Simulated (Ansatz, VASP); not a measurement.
# Os in VASP and in Ansatz

The input INCAR:

```
SYSTEM = Os
PREC = Accurate
ENCUT = 520
EDIFF = 1E-7
ISMEAR = 0
SIGMA = 0.1
LREAL = .False.
LASPH = .True.
NELM = 60
ALGO = Normal
ISIF = 2
LWAVE = .False.
LCHARG = .True.
GGA = PS
LELF = .True.
LVHAR = .True.
NBANDS = 10
```

File KPOINTS:

```
regular mesh
0
Gamma
  18 18 18
  0 0 0
```

File POSCAR:

```
Os
1.0
    0.0000000000      1.8763609500      1.8763609500
    1.8763609500      0.0000000000      1.8763609500
    1.8763609500      1.8763609500      0.0000000000
Os
1
Direct
    0.0000000000      0.0000000000      0.0000000000
```

Input for Ansatz:

```yaml
crystal:
  lattice:
    - [0.0, 1.87636095, 1.87636095]
    - [1.87636095, 0.0, 1.87636095]
    - [1.87636095, 1.87636095, 0.0]
  atoms:
    - { symbol: Os, position: [0.0, 0.0, 0.0] }
basis:
  ecutwfc: 420
kpoints:
  mp_grid: { grid: [18, 18, 18] }
hamiltonian:
  xc: pbesol
scf:
  occupations: { method: gaussian, width: 0.1 }
output:
  forces: true
  stress: true
  eigenvalues: true
```

Alike in both runs: task single point; functional PBEsol; k mesh 18 × 18 × 18; occupations gaussian, width 0.1 eV; no spin polarisation.

|  | VASP | Ansatz |
| --- | --- | --- |
| version | VASP 6.6.1 | Ansatz 0.2.0 |
| potentials or method | VASP PAW PBE potentials, release 64 (Os), cutoff 520 eV | scalar-relativistic, plane waves, PAW |
| valence electrons in the cell | 8 | 16 |

|  | VASP | Ansatz | Ansatz less VASP |
| --- | --- | --- | --- |
| gap on the k mesh at the Fermi level (eV) | none | none | - |
| pressure (GPa) | 27.2 | 25.8 | -1.45 |

VASP's potentials were made for PBE, not for PBEsol. A gap of «none» marks a metal or a gap that the smearing closes. With one functional, cell and mesh, what is left measures potentials, basis and numerics. VASP's potentials hold 8 valence electrons a cell and Ansatz's 16, so a difference there can come from the potentials and not from the codes.

Neither program's run includes spin-orbit coupling.
